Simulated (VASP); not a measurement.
# Rh (Im-3m) in VASP: further runs

Rh is run at these levels: PBE; tasks: single point.

Everything below comes from runs of VASP 6.6.1. Logs are shortened: lines on timing, memory, paths and dates and some standing lists are left out, and cuts for length are marked.

## Step 1: The cell of the first run

The structure is cubic, space group Im-3m (No. 229). Conventional cell: a = 2.791 Å, b = 2.791 Å, c = 2.791 Å, α = 90.00°, β = 90.00°, γ = 90.00°. Rh (site symmetry m-3m) has 14 Rh at 2.42 to 2.79 Å within 3.2 Å.

## Step 2: Single point, PBE (volume scaled by 0.75)

INCAR reads:

```
SYSTEM = Rh
ALGO = Normal
EDIFF = 1E-6
ENCUT = 520
GGA = PE
ISIF = 2
ISMEAR = -1
LASPH = .True.
LCHARG = .False.
LREAL = .False.
LWAVE = .False.
NBANDS = 14
NELM = 80
PREC = Accurate
SIGMA = 0.1
```

KPOINTS reads:

```
k-points
0
Gamma
  17 17 17
  0 0 0
```

POSCAR reads:

```
Rh
1.0
   -1.3954831898      1.3954831898      1.3954831898
    1.3954831898     -1.3954831898      1.3954831898
    1.3954831898      1.3954831898     -1.3954831898
Rh
1
Direct
    0.0000000000      0.0000000000      0.0000000000
```

Potentials or basis: VASP PAW PBE potentials, release 64 (Rh_pv).

The run is started by

```sh
cat potpaw_PBE.64/Rh_pv/POTCAR > POTCAR
mpirun -np 1 vasp_std > vasp.out
```

OUTCAR:

```text
SYSTEM = Rh
   EDIFF = 1E-6
   ENCUT = 520
   GGA = PE
   ISIF = 2
   ISMEAR = -1
   LASPH = .True.
   LREAL = .False.
   NELM = 80
   PREC = Accurate

 ion  position               nearest neighbor table
   1  0.000  0.000  0.000-

  LATTYP: Found a body centered cubic cell.
 ALAT       =     2.7909663796

  Lattice vectors:

 A1 = (  -1.3954831898,   1.3954831898,   1.3954831898)
 A2 = (   1.3954831898,  -1.3954831898,   1.3954831898)
 A3 = (   1.3954831898,   1.3954831898,  -1.3954831898)

Analysis of symmetry for initial positions (statically):
=====================================================================
 Subroutine PRICEL returns:
 Original cell was already a primitive cell.

 Routine SETGRP: Setting up the symmetry group for a
 body centered cubic supercell.

 Subroutine GETGRP returns: Found 48 space group operations
 (whereof 48 operations were pure point group operations)
 out of a pool of 48 trial point group operations.

The static configuration has the point symmetry O_h .

Analysis of symmetry for dynamics (positions and initial velocities):
=====================================================================
 Subroutine PRICEL returns:
 Original cell was already a primitive cell.

 Routine SETGRP: Setting up the symmetry group for a
 body centered cubic supercell.

 Subroutine GETGRP returns: Found 48 space group operations
 (whereof 48 operations were pure point group operations)
 out of a pool of 48 trial point group operations.

The dynamic configuration has the point symmetry O_h .

 Subroutine INISYM returns: Found 48 space group operations
 (whereof 48 operations are pure point group operations),
 and found     1 'primitive' translations

----------------------------------------------------------------------------------------

                                     Primitive cell

  volume of cell :      10.8701

  direct lattice vectors                    reciprocal lattice vectors
    -1.395483190  1.395483190  1.395483190     0.000000000  0.358298834  0.358298834
     1.395483190 -1.395483190  1.395483190     0.358298834  0.000000000  0.358298834
     1.395483190  1.395483190 -1.395483190     0.358298834  0.358298834  0.000000000

  length of vectors
     2.417047786  2.417047786  2.417047786     0.506711071  0.506711071  0.506711071

[... 83 lines left out ...]
   NFREE  =      0    steps in history (QN), initial steepest desc. (CG)
   ISIF   =      2    stress and relaxation
   ISYM   =      2    0-nonsym 1-usesym 2-fastsym
   POTIM  = 0.5000    time-step for ionic-motion
   TEBEG  =    0.0;   TEEND  =   0.0 temperature during run
   PSTRESS=    0.0 pullay stress
   NELECT =      15.0000    total number of electrons
   NUPDOWN=      -1.0000    fix difference up-down
   EMIN   =  10.00;   EMAX   =-10.00  energy-range for DOS
   EFERMI =   0.00;   METHOD = LEGACY
   ISMEAR =    -1;   SIGMA  =   0.10  broadening in eV -4-tet -1-fermi 0-gaus
   EFERMI_NEDOS =   21; number of points for ismear=-14 and -15
   IALGO  =     38    algorithm
   IMIX   =      4    mixing-type and parameters
     AMIX     =   0.40;   BMIX     =  1.00
     AMIX_MAG =   1.60;   BMIX_MAG =  1.00
  volume/ion in A,a.u.               =      10.87        73.36
  Fermi-wavevector in a.u.,A,eV,Ry     =   1.822611  3.444235 45.197339  3.321911
  Thomas-Fermi vector in A             =   2.878730
   LORBIT       =      0    0 simple, 1 ext, 2 COOP (PROOUT), +10 PAW based schemes
   GGA     = PE    functional components
   LHFCALC =     F    Hartree Fock is set to
   AEXX    =    0.0000 exact exchange contribution
   IVDW    =     0    specifies the selected vdW correction
   LEPSILON=     F    determine dielectric tensor
   LRPA    =     F    only Hartree local field effects (RPA)
 non-spin polarized calculation
  energy-cutoff  :      520.00
  volume of cell :       10.87
 maximum number of plane-waves:       321
 NGX is ok and might be reduce to    18
   NGX =  9   NGY =  9   NGZ =  9

 number of electron      15.0000009 magnetization

 Free energy of the ion-electron system (eV)
  ---------------------------------------------------
  ext. energy  EPLUGINS =         0.00000000
  ---------------------------------------------------
  free energy    TOTEN  =        -5.77429174 eV

  energy without entropy =       -5.72563788  energy(sigma->0) =       -5.74996481

 E-fermi :  16.4944     XC(G=0): -15.5793

 val. band max:       16.4905717212   @ k =  -0.2941   0.2941   0.0588
 cond. band min:      16.4982221323   @ k =   0.3529   0.2353   0.0588
 fundamental gap:      0.0076504111
 Fermi energy:        16.4944245147

 k-point     1 :       0.0000    0.0000    0.0000
  band No.  band energies     occupation
      1     -29.8527      2.00000
      2     -29.8527      2.00000
      3     -29.8527      2.00000
      4       7.0305      2.00000
      5      12.2638      2.00000
      6      12.2638      2.00000
      7      12.2638      2.00000
      8      15.7336      1.99901
      9      15.7336      1.99901
     10      35.0410      0.00000
     11      35.0410      0.00000
     12      35.0410      0.00000
     13      37.0058      0.00000
     14      48.7477      0.00000
[... 377 lines left out ...]
      1     -30.8973      2.00000
      2     -30.2003      2.00000
      3     -29.9611      2.00000
      4       9.7717      2.00000
      5      11.1403      2.00000
      6      11.7918      2.00000
      7      14.8279      2.00000
      8      16.2750      1.79938
      9      17.2751      0.00081
     10      34.3282      0.00000
     11      34.9887      0.00000
     12      37.0063      0.00000
     13      39.3252      0.00000
     14      40.9527      0.00000

 [... further k-points ...]

------------------------ aborting loop because EDIFF is reached ----------------------------------------

  FORCE on cell =-STRESS in cart. coord.  units (eV):
  Direction    XX          YY          ZZ          XY          YZ          ZX
  --------------------------------------------------------------------------------------
  -------------------------------------------------------------------------------------
  Total        9.3414049      9.3414049      9.3414049     -0.0000000      0.0000000      0.0000000
  in kB     1376.8573920   1376.8573920   1376.8573920     -0.0000000      0.0000000      0.0000000
  external PRESSURE =    1376.8573920 kB  Pullay stress =       0.0000000 kB

 VOLUME and BASIS-vectors are now :
 -----------------------------------------------------------------------------
  energy-cutoff  :      520.00
  volume of cell :       10.87
      direct lattice vectors                 reciprocal lattice vectors
    -1.395483190  1.395483190  1.395483190     0.000000000  0.358298834  0.358298834
     1.395483190 -1.395483190  1.395483190     0.358298834  0.000000000  0.358298834
     1.395483190  1.395483190 -1.395483190     0.358298834  0.358298834  0.000000000

 POSITION                                       TOTAL-FORCE (eV/Angst)
 -----------------------------------------------------------------------------------
      0.00000      0.00000      0.00000         0.000000      0.000000     -0.000000
 -----------------------------------------------------------------------------------
    total drift:                                0.000000      0.000000     -0.000000

  FREE ENERGIE OF THE ION-ELECTRON SYSTEM (eV)
  ---------------------------------------------------
  free  energy   TOTEN  =        -5.7742917446 eV

  energy  without entropy=       -5.7256378816  energy(sigma->0) =       -5.74996481
```

Wall time 7.6 s (1 thread of Intel Xeon 6975P-C (Granite Rapids), shared host); peak memory 0.13 GiB.

Results:

| Item | Value |
| --- | --- |
| Free energy | -5.7743 eV |
| Pressure | 137.7 GPa |

## Step 3: Single point, PBE (volume scaled by 0.85)

INCAR reads:

```
SYSTEM = Rh
  PREC = Accurate
  ENCUT = 520
  EDIFF = 1E-6
  ISMEAR = -1
  SIGMA = 0.1
  LREAL = .False.
  LASPH = .True.
  NELM = 60
  ALGO = Normal
  ISIF = 2
  LWAVE = .False.
  LCHARG = .True.
  GGA = PE
  LELF = .True.
  LVHAR = .True.
  NBANDS = 14
```

KPOINTS reads:

```
regular mesh
0
Gamma
  17 17 17
  0 0 0
```

POSCAR reads:

```
Rh
1.0
   -1.4549357995      1.4549357995      1.4549357995
    1.4549357995     -1.4549357995      1.4549357995
    1.4549357995      1.4549357995     -1.4549357995
Rh
1
Direct
    0.0000000000      0.0000000000      0.0000000000
```

Potentials or basis: VASP PAW PBE potentials, release 64 (Rh_pv).

The run is started by

```sh
cat potpaw_PBE.64/Rh_pv/POTCAR > POTCAR
mpirun -np 1 vasp_std > vasp.out
```

It took 9.8 s on 1 thread of Intel Xeon 6975P-C (Granite Rapids), shared host; peak memory 0.14 GiB.

The run converged. Its results:

```yaml
Free_energy: -6.6178 eV
Pressure: 57.0 GPa
```

Levels at points of the mesh, in eV from the Fermi level:
```tsv
k point	band 6	band 7	band 8	band 9	band 10	band 11
(0.00, 0.00, 0.00)	-3.51	-3.51	-0.59	-0.59	18.59	18.59
```
